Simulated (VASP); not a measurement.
TaH5, 6 atoms in the cell. The structure is hexagonal, space group P6/mmm (No. 191). The conventional cell has a = 4.351 Å, b = 4.351 Å, c = 3.634 Å, α = 90.00°, β = 90.00°, γ = 120.00°. Ta (site symmetry 6/mmm) has 18 H at 2.51 to 2.83 Å within 3.3 Å. Within 2.9 Å of H (site symmetry -6m2) lie 9 H at 2.21 to 2.51 Å and 3 Ta at 2.51 Å. H (site symmetry mmm) has 8 H at 2.18 to 2.21 Å and 4 Ta at 2.83 Å within 2.9 Å. 

```yaml
Program: VASP 6.6.1
Task: single point
Functional: PBE
Potentials_or_basis: VASP PAW PBE potentials, release 64 (Ta_pv, H)
Cutoff: 520 eV
k_mesh: 6 × 6 × 6
Occupations: gaussian, width 0.1 eV
Spin: no spin polarisation
Dipole_correction: no
Further_INCAR_settings: ALGO = Normal; EDIFF = 1e-07; NBANDS = 17
```

Potentials or basis: VASP PAW PBE potentials, release 64 (Ta_pv, H).

Command:

```console
$ cat potpaw_PBE.64/Ta_pv/POTCAR potpaw_PBE.64/H/POTCAR > POTCAR
$ mpirun -np 1 vasp_std > vasp.out
```

Hardware: 1 thread of Intel(R) Xeon(R) Platinum 8259CL CPU @ 2.50GHz (Skylake/Cascade Lake) (shared host).

Problem. How long does it take, and how much memory?

Solution. Run time: 39 s on 1 thread of Intel(R) Xeon(R) Platinum 8259CL CPU @ 2.50GHz (Skylake/Cascade Lake), with other jobs on the host, peak memory 0.18 GiB. Counts: scf iterations 15, k points 28.
